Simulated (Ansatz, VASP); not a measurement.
**Two plane-wave programs on LiH**

```
Li H
1.0
     0.00000    2.01218    2.03250
     2.01218    0.00000    2.03250
     2.01218    2.01218    0.00000
Li H
1 1
Cartesian
  0.0000 0.0000 0.0000
  2.0122 2.0122 2.0325
```

Change from the starting cell: strain -0.0100 x Voigt [1, 1, 0, 0, 0, 0], atoms carried along.

Alike in both runs: task single point; functional PBE; k mesh 10 × 10 × 10; occupations gaussian, width 0.05 eV; no spin polarisation.

```csv
,VASP,Ansatz
version,VASP 6.6.1,Ansatz 0.2.0
potentials or method,"VASP PAW PBE potentials, release 64 (Li_sv, H), cutoff 520 eV","scalar-relativistic, plane waves, PAW"
valence electrons in the cell,4,4
```

```tsv
	VASP	Ansatz	Ansatz less VASP
gap on the k mesh at the Fermi level (eV)	2.88	2.89	+0.007
least direct gap on the mesh (eV)	2.96	2.97	+0.007
```

Noted on VASP's run: the cutoff is short for stress, so the pressure is rough.
